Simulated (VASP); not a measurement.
Set up this calculation in VASP 6.6.1, as the native input.

```yaml
Task: relaxation of cell and atoms
Functional: PBEsol
Potentials_or_basis: VASP PAW PBE potentials, release 64 (Ta_pv)
Cutoff: 600 eV
k_mesh: 12 × 12 × 6
Occupations: methfessel-paxton, width 0.1 eV
Spin: no spin polarisation
Dipole_correction: no
Further_INCAR_settings: ALGO = Normal; EDIFF = 1e-06; IBRION = 2; EDIFFG = -0.01; NSW = 80; ISIF = 3
```

The structure of Ta lies in POSCAR:

```
Ta
1.0
    2.9003720000      0.0000000000      0.0000000000
   -1.4501860000      2.5117960000      0.0000000000
    0.0000000000      0.0000000000      5.1662740000
Ta
2
Direct
    0.6666666667      0.3333333333      0.7500000000
    0.3333333333      0.6666666667      0.2500000000
```

This isn't the form of Ta at room conditions, which is bcc.

These files were run (other wordings do the same):

INCAR

```
ALGO = Normal ; EDIFF = 1E-6
EDIFFG = -0.01 ; ENCUT = 600
GGA = PS ; IBRION = 2
ISIF = 3 ; ISMEAR = 1
LASPH = True ; LCHARG = False
LREAL = False ; LWAVE = False
NELM = 60 ; NSW = 80
PREC = Accurate ; SIGMA = 0.1
```

KPOINTS

```
k-points
0
Gamma
  12 12 6
```

Potentials or basis: VASP PAW PBE potentials, release 64 (Ta_pv).

Command:

```console
$ cat potpaw_PBE.64/Ta_pv/POTCAR > POTCAR
$ mpirun -np 1 vasp_std > vasp.out
```

It gave:

```yaml
Relaxed_volume: 18.10 Å³/atom
Relaxed_cell: a = 2.862 Å, b = 2.862 Å, c = 5.104 Å, α = 90.00°, β = 90.00°, γ = 120.00°
Space_group_after_relaxing_to_0.1_Å: P6_3/mmc (No. 194)
Energy_gained_by_relaxing: 16.9 meV/atom
Ionic_steps: 7
Pressure_after_relaxing: 0.0 GPa
Band_gap_on_the_k_mesh: zero (bands 11 and 12 overlap by 2.41 eV)
```

Caveat: the PAW data sets were made with another functional, which shifts forces and pressure a little; spin-orbit coupling is left out, which moves the levels of the heavy elements.

Wall time 2.6 min on 1 thread of AMD EPYC 7R13 Processor (Zen 3), on a shared host, peak memory 0.17 GiB.
